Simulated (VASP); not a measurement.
# Te: single point with r2SCAN

The system is Te.

```
Te
1.0
    -3.03465    3.97668    1.57504
     3.03465   -3.97668    1.57504
     3.03465    3.97668   -1.57504
Te
2
Direct
  0.99907 0.24907 0.75000
  0.00093 0.75093 0.25000
```

```json
{
  "Program": "VASP 6.6.1",
  "Task": "single point",
  "Functional": "r2SCAN",
  "Potentials or basis": "VASP PAW PBE potentials, release 64 (Te)",
  "Cutoff": "520 eV",
  "k mesh": "11 × 11 × 11",
  "Occupations": "fermi-dirac, width 0.05 eV",
  "Spin": "no spin polarisation"
}
```

```
Pressure               : -2.9 GPa
Largest force          : 0.004 eV/Å
Band gap on the k mesh : zero (bands 6 and 7 overlap by 3.74 eV)
```

Forces in eV/Å, atoms in the order of the input:
```
Te   0.000  0.000  0.004
Te   0.000  0.000 -0.004
```

Stress tensor (GPa, compression positive):
```
-4.46  0.00  0.00
 0.00 -0.73  0.00
 0.00  0.00 -3.42
```

Levels at points of the mesh, in eV from the Fermi level:
```tsv
k point	band 2	band 3	band 4	band 5	band 6	band 7	band 8	band 9	band 10	band 11
(0.00, 0.00, 0.00)	-10.38	-5.27	-1.88	-1.52	2.79	3.54	3.71	4.43	4.58	8.05
```

Wall time 8 min on 1 thread of Intel(R) Xeon(R) 6975P-C (Granite Rapids) (shared host), peak memory 0.38 GiB.

Caveat: the PAW data sets were made with another functional, which shifts forces and pressure a little; spin-orbit coupling is left out, which moves the levels of the heavy elements.
